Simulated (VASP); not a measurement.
# Pb (Fm-3m) in VASP: a series of runs

Pb is run at these levels: PBEsol; tasks: single point, relaxation of cell and atoms.

Everything below comes from runs of VASP 6.6.1. Logs are shortened: lines on timing, memory, paths and dates and some standing lists are left out, and cuts for length are marked.

## 1. The cell of the first run

Symmetry: Fm-3m, No. 225, cubic system. The conventional cell has a = 4.960 Å, b = 4.960 Å, c = 4.960 Å, α = 90.00°, β = 90.00°, γ = 90.00°. Within 4.6 Å of Pb (site symmetry m-3m) lie 12 Pb at 3.51 Å.

## 2. Single point, PBEsol

File INCAR:

```
ALGO = Normal ; EDIFF = 1E-7
ENCUT = 520 ; GGA = PS
ISIF = 2 ; ISMEAR = 1
LASPH = T ; LCHARG = T
LELF = T ; LREAL = F
LVHAR = T ; LWAVE = F
NBANDS = 13 ; NELM = 80
PREC = Accurate ; SIGMA = 0.02
```

File KPOINTS:

```
k-points
0
Gamma
  6 6 6
```

File POSCAR:

```
Pb
1.0
    0.0000000000      2.4797768657      2.4797768657
    2.4797768657      0.0000000000      2.4797768657
    2.4797768657      2.4797768657      0.0000000000
Pb
1
Direct
    0.0000000000      0.0000000000      0.0000000000
```

Potentials or basis: VASP PAW PBE potentials, release 64 (Pb_d).

Command:

```console
$ cat potpaw_PBE.64/Pb_d/POTCAR > POTCAR
$ mpirun -np 1 vasp_std > vasp.out
```

OUTCAR:

```text
EDIFF = 1E-7
   ENCUT = 520
   GGA = PS
   ISIF = 2
   ISMEAR = 1
   LASPH = T
   LREAL = F
   NELM = 80
   PREC = Accurate

 ion  position               nearest neighbor table
   1  0.000  0.000  0.000-

  LATTYP: Found a face centered cubic cell.
 ALAT       =     4.9595537314

  Lattice vectors:

 A1 = (   0.0000000000,   2.4797768657,   2.4797768657)
 A2 = (   2.4797768657,   0.0000000000,   2.4797768657)
 A3 = (   2.4797768657,   2.4797768657,   0.0000000000)

Analysis of symmetry for initial positions (statically):
=====================================================================
 Subroutine PRICEL returns:
 Original cell was already a primitive cell.

 Routine SETGRP: Setting up the symmetry group for a
 face centered cubic supercell.

 Subroutine GETGRP returns: Found 48 space group operations
 (whereof 48 operations were pure point group operations)
 out of a pool of 48 trial point group operations.

The static configuration has the point symmetry O_h .

Analysis of symmetry for dynamics (positions and initial velocities):
=====================================================================
 Subroutine PRICEL returns:
 Original cell was already a primitive cell.

 Routine SETGRP: Setting up the symmetry group for a
 face centered cubic supercell.

 Subroutine GETGRP returns: Found 48 space group operations
 (whereof 48 operations were pure point group operations)
 out of a pool of 48 trial point group operations.

The dynamic configuration has the point symmetry O_h .

 Subroutine INISYM returns: Found 48 space group operations
 (whereof 48 operations are pure point group operations),
 and found     1 'primitive' translations

----------------------------------------------------------------------------------------

                                     Primitive cell

  volume of cell :      30.4978

  direct lattice vectors                    reciprocal lattice vectors
     0.000000000  2.479776866  2.479776866    -0.201631045  0.201631045  0.201631045
     2.479776866  0.000000000  2.479776866     0.201631045 -0.201631045  0.201631045
     2.479776866  2.479776866  0.000000000     0.201631045  0.201631045 -0.201631045

  length of vectors
     3.506934075  3.506934075  3.506934075     0.349235214  0.349235214  0.349235214

  position of ions in fractional coordinates (direct lattice)
     0.000000000  0.000000000  0.000000000

  ion indices of the primitive-cell ions
   primitive index   ion index
                 1           1

----------------------------------------------------------------------------------------
[... 73 lines left out ...]
   NUPDOWN=      -1.0000    fix difference up-down
   EMIN   =  10.00;   EMAX   =-10.00  energy-range for DOS
   EFERMI =   0.00;   METHOD = LEGACY
   ISMEAR =     1;   SIGMA  =   0.02  broadening in eV -4-tet -1-fermi 0-gaus
   EFERMI_NEDOS =   21; number of points for ismear=-14 and -15
   IALGO  =     38    algorithm
   IMIX   =      4    mixing-type and parameters
     AMIX     =   0.40;   BMIX     =  1.00
     AMIX_MAG =   1.60;   BMIX_MAG =  1.00
  volume/ion in A,a.u.               =      30.50       205.81
  Fermi-wavevector in a.u.,A,eV,Ry     =   1.262879  2.386494 21.699417  1.594862
  Thomas-Fermi vector in A             =   2.396264
   LORBIT       =      0    0 simple, 1 ext, 2 COOP (PROOUT), +10 PAW based schemes
   GGA     = PS    functional components
   LHFCALC =     F    Hartree Fock is set to
   AEXX    =    0.0000 exact exchange contribution
   IVDW    =     0    specifies the selected vdW correction
   LEPSILON=     F    determine dielectric tensor
   LRPA    =     F    only Hartree local field effects (RPA)
 non-spin polarized calculation
 Methfessel and Paxton  Order N= 1 SIGMA  =   0.02
  energy-cutoff  :      520.00
  volume of cell :       30.50
 maximum number of plane-waves:       869
 NGX is ok and might be reduce to    28
   NGX = 13   NGY = 13   NGZ = 13

 number of electron      14.0000000 magnetization

 Free energy of the ion-electron system (eV)
  ---------------------------------------------------
  ext. energy  EPLUGINS =         0.00000000
  ---------------------------------------------------
  free energy    TOTEN  =        -3.89582206 eV

  energy without entropy =       -3.89558895  energy(sigma->0) =       -3.89574436

 E-fermi :   7.2168     XC(G=0): -10.3061

 val. band max:        7.0379489085   @ k =  -0.3333   0.3333   0.1667
 cond. band min:       7.2269616847   @ k =   0.3333   0.1667   0.0000
 fundamental gap:      0.1890127762
 Fermi energy:         7.2167817146

 k-point     1 :       0.0000    0.0000    0.0000
  band No.  band energies     occupation
      1      -9.9219      2.00000
      2      -9.9219      2.00000
      3      -9.9219      2.00000
      4      -9.7865      2.00000
      5      -9.7865      2.00000
      6      -4.6821      2.00000
      7      14.4113      0.00000
      8      14.4113      0.00000
      9      14.4113      0.00000
     10      16.8069      0.00000
     11      18.2900      0.00000
     12      19.4800      0.00000
     13      19.4800      0.00000
[... 226 lines left out ...]
  band No.  band energies     occupation
      1      -9.9760      2.00000
      2      -9.9408      2.00000
      3      -9.7418      2.00000
      4      -9.7150      2.00000
      5      -9.6146      2.00000
      6       0.3934      2.00000
      7       4.6536      2.00000
      8       6.9692      2.00000
      9       7.6173      0.00000
     10      15.7972      0.00000
     11      16.7069      0.00000
     12      21.8311      0.00000
     13      22.1803      0.00000

------------------------ aborting loop because EDIFF is reached ----------------------------------------

  FORCE on cell =-STRESS in cart. coord.  units (eV):
  Direction    XX          YY          ZZ          XY          YZ          ZX
  --------------------------------------------------------------------------------------
  -------------------------------------------------------------------------------------
  Total       -0.0009926     -0.0009926     -0.0009926      0.0000000     -0.0000000      0.0000000
  in kB       -0.0521445     -0.0521445     -0.0521445      0.0000000     -0.0000000      0.0000000
  external PRESSURE =      -0.0521445 kB  Pullay stress =       0.0000000 kB

 VOLUME and BASIS-vectors are now :
 -----------------------------------------------------------------------------
  energy-cutoff  :      520.00
  volume of cell :       30.50
      direct lattice vectors                 reciprocal lattice vectors
     0.000000000  2.479776866  2.479776866    -0.201631045  0.201631045  0.201631045
     2.479776866  0.000000000  2.479776866     0.201631045 -0.201631045  0.201631045
     2.479776866  2.479776866  0.000000000     0.201631045  0.201631045 -0.201631045

 POSITION                                       TOTAL-FORCE (eV/Angst)
 -----------------------------------------------------------------------------------
      0.00000      0.00000      0.00000         0.000000     -0.000000      0.000000
 -----------------------------------------------------------------------------------
    total drift:                               -0.000000     -0.000000     -0.000000

  FREE ENERGIE OF THE ION-ELECTRON SYSTEM (eV)
  ---------------------------------------------------
  free  energy   TOTEN  =        -3.8958220632 eV

  energy  without entropy=       -3.8955889485  energy(sigma->0) =       -3.89574436
```

Wall time 4.9 s (1 thread of Intel Xeon 6975P-C (Granite Rapids), shared host); peak memory 0.15 GiB.

Results:

```yaml
Free_energy: -3.8958 eV
Pressure: 0.0 GPa
Band_gap_on_the_k_mesh: zero (band 7 reaches 14.41 eV, above the bottom of band 8 at 5.50 eV)
```

Caveat: the k points lie up to 0.37 Å⁻¹ apart; the PAW data sets were made with another functional, which shifts forces and pressure a little; spin-orbit coupling is left out, which moves the levels of the heavy elements.

## 3. Relaxation of cell and atoms, PBEsol

This run uses another cell than the first one, of 30.32 Å³/atom, 0.994 times its volume.

File INCAR:

```
SYSTEM = Pb
PREC     = Accurate       ! precision mode
ENCUT    = 600            ! plane-wave cutoff, eV
EDIFF    = 1E-6           ! SCF threshold, eV
ISMEAR   = 1              ! smearing method
SIGMA    = 0.02           ! smearing width, eV
LREAL    = .FALSE.        ! projectors in reciprocal space
LASPH    = .TRUE.         ! aspherical terms in the spheres
NELM     = 80             ! most SCF steps
ALGO     = Normal         ! electronic algorithm
ISIF     = 3              ! what is computed and relaxed
LWAVE    = .FALSE.        ! write WAVECAR
LCHARG   = .FALSE.        ! write CHGCAR
GGA      = PS             ! functional
IBRION   = 2              ! ionic algorithm
NSW      = 80             ! ionic steps
EDIFFG   = -0.01          ! ionic threshold
```

File KPOINTS:

```
Automatic mesh
0
G
  6 6 6
  0 0 0
```

File POSCAR:

```
Pb
1.0
    0.0000000000      2.4750200000      2.4750200000
    2.4750200000      0.0000000000      2.4750200000
    2.4750200000      2.4750200000      0.0000000000
Pb
1
Direct
    0.0000000000      0.0000000000      0.0000000000
```

Potentials or basis: VASP PAW PBE potentials, release 64 (Pb_d).

Command:

```console
$ cat potpaw_PBE.64/Pb_d/POTCAR > POTCAR
$ mpirun -np 1 vasp_std > vasp.out
```

Run time: 8.6 s. Hardware: 1 thread of Intel Xeon 6975P-C (Granite Rapids), shared host; peak memory 0.16 GiB.

Results (log left out):

| Item | Value |
| --- | --- |
| Free energy | -3.8959 eV |
| Relaxed volume | 30.54 Å³/atom |
| Relaxed cell | a = 3.508 Å, b = 3.508 Å, c = 3.508 Å, α = 60.00°, β = 60.00°, γ = 60.00° |
| Space group after relaxing (to 0.05 Å) | Fm-3m (No. 225) |
| Energy gained by relaxing | 0.2 meV/atom |
| Ionic steps | 3 |
| Pressure after relaxing | 0.0 GPa |
| Band gap on the k mesh | zero (band 7 reaches 14.39 eV, above the bottom of band 8 at 5.49 eV) |

Step by step:
| step | energy change (eV) | largest force (eV/Å) | pressure (GPa) | volume (Å³) |
| --- | --- | --- | --- | --- |
| 1 | 0.0000 | 0.0000 | 0.35 | 30.32 |
| 2 | -0.0002 | 0.0000 | -0.12 | 30.62 |
| 3 | -0.0002 | 0.0000 | 0.00 | 30.54 |

Final structure:
```
Pb
1.0
     0.00000    2.48087    2.48087
     2.48087    0.00000    2.48087
     2.48087    2.48087    0.00000
Pb
1
Direct
  0.00000 0.00000 0.00000
```

Levels at points of the mesh, in eV from the Fermi level:
| k point | band 4 | band 5 | band 6 | band 7 | band 8 | band 9 | band 10 | band 11 |
| --- | --- | --- | --- | --- | --- | --- | --- | --- |
| (0.00, 0.00, 0.00) | -17.00 | -17.00 | -11.89 | 7.19 | 7.19 | 7.19 | 9.59 | 11.06 |
| (0.50, 0.00, 0.00) | -16.87 | -16.87 | -8.30 | -4.36 | 5.37 | 5.37 | 9.05 | 9.23 |
| (0.50, 0.50, 0.00) | -16.83 | -16.83 | -6.90 | -3.43 | 1.86 | 1.86 | 5.17 | 6.45 |

Caveat: the k points lie up to 0.37 Å⁻¹ apart in the final cell; the PAW data sets were made with another functional, which shifts forces and pressure a little; spin-orbit coupling is left out, which moves the levels of the heavy elements.
